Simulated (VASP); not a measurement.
A run of VASP 6.6.1 is set up as follows.

The input INCAR:

```
SYSTEM = KCdI3
ALGO = Normal
EDIFF = 1E-6
ENCUT = 520
GGA = PE
ISIF = 2
ISMEAR = -1
LASPH = .True.
LCHARG = .False.
LREAL = .False.
LWAVE = .False.
NBANDS = 29
NELM = 100
PREC = Accurate
SIGMA = 0.02
```

Contents of KPOINTS:

```
k-points
0
Gamma
  4 4 4
  0 0 0
```

The input POSCAR:

```
KCdI3
1.0
    5.9369852929      0.0000000000      0.0000000000
    0.0000000000      5.9369852929      0.0000000000
    0.0000000000      0.0000000000      5.9963551458
K Cd I
1 1 3
Direct
    0.0000000000      0.0000000000      0.0000000000
    0.5000000000      0.5000000000      0.5000000000
    0.5000000000      0.5000000000      0.0000000000
    0.5000000000      0.0000000000      0.5000000000
    0.0000000000      0.5000000000      0.5000000000
```

Potentials or basis: VASP PAW PBE potentials, release 64 (K_sv, Cd, I).

The run is started by

```console
$ cat potpaw_PBE.64/K_sv/POTCAR potpaw_PBE.64/Cd/POTCAR potpaw_PBE.64/I/POTCAR > POTCAR
$ mpirun -np 1 vasp_std > vasp.out
```

(1) Estimate the pressure.

(2) Estimate the band gap on the k mesh.

Results:

(1) 0.4 GPa.

(2) zero (band 21 reaches 0.86 eV, above the bottom of band 22 at 0.57 eV).

Caveat: the cell differs from its parent crystal (uniaxial z strain +1.0%); spin-orbit coupling is left out, which moves the levels of the heavy elements.
